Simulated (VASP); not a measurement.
Write the native input for VASP 6.6.1 that does the following.

```
Task                   : relaxation of cell and atoms
Functional             : PBE
Potentials or basis    : VASP PAW PBE potentials, release 64 (Li_sv, H_h)
Cutoff                 : 1230 eV
k mesh                 : 6 × 6 × 4
Occupations            : gaussian, width 0.1 eV
Spin                   : no spin polarisation
Dipole correction      : no
Further INCAR settings : ALGO = Normal; EDIFF = 1e-07; IBRION = 2; EDIFFG = -0.04; NSW = 90; ISIF = 3
```

The structure of LiH3 lies in POSCAR:

```
LiH3
1.0
    4.6618315558      0.0000000000      0.0000000000
   -2.3309157779      4.0372645555      0.0000000000
    0.0000000000      0.0000000000      3.7489761158
Li H
2 6
Direct
    0.3333333333      0.6666666667      0.1666666667
    0.6666666667      0.3333333333      0.6666666667
    0.3333333333      0.4080665599      0.4252667734
    0.0747332266      0.6666666667      0.4252667734
    0.5919334401      0.9252667734      0.4252667734
    0.6666666667      0.0747332266      0.9252667734
    0.4080665599      0.3333333333      0.9252667734
    0.9252667734      0.5919334401      0.9252667734
```

The cell was generated, and may not be a known phase.

These files were run (other wordings do the same):

INCAR

```
PREC = Accurate ; ENCUT = 1230
EDIFF = 1E-7 ; ISMEAR = 0
SIGMA = 0.1 ; LREAL = F
LASPH = T ; NELM = 120
ALGO = Normal ; ISIF = 3
LWAVE = F ; LCHARG = F
GGA = PE ; IBRION = 2
NSW = 90 ; EDIFFG = -0.04
GGA_COMPAT = F ; NELMIN = 4
```

KPOINTS

```
regular mesh
0
Gamma
  6 6 4
```

Potentials or basis: VASP PAW PBE potentials, release 64 (Li_sv, H_h).

The run is started by

```sh
$ cat potpaw_PBE.64/Li_sv/POTCAR potpaw_PBE.64/H_h/POTCAR > POTCAR
$ mpirun -np 1 vasp_std > vasp.out
```

Results of the run:

```yaml
Relaxed_volume: 7.38 Å³/atom
Relaxed_cell: a = 5.328 Å, b = 5.328 Å, c = 2.403 Å, α = 90.00°, β = 90.00°, γ = 120.00°
Space_group_after_relaxing_to_0.1_Å: P31c (No. 159)
Energy_gained_by_relaxing: 620.6 meV/atom
Ionic_steps: 12
Pressure_after_relaxing: -0.1 GPa
Largest_force_after_relaxing: 0.026 eV/Å
Band_gap_on_the_k_mesh: zero (bands 6 and 7 overlap by 5.40 eV)
```

Caveat: the k points lie up to 0.65 Å⁻¹ apart in the final cell, too coarse for converged energies and pressures of a metal; the volume moved by over 15 % at a fixed basis, so the end points are rough.

It took 10 min on 1 thread of Intel(R) Xeon(R) Platinum 8259CL CPU @ 2.50GHz (Skylake/Cascade Lake), on a shared host, peak memory 0.4 GiB.
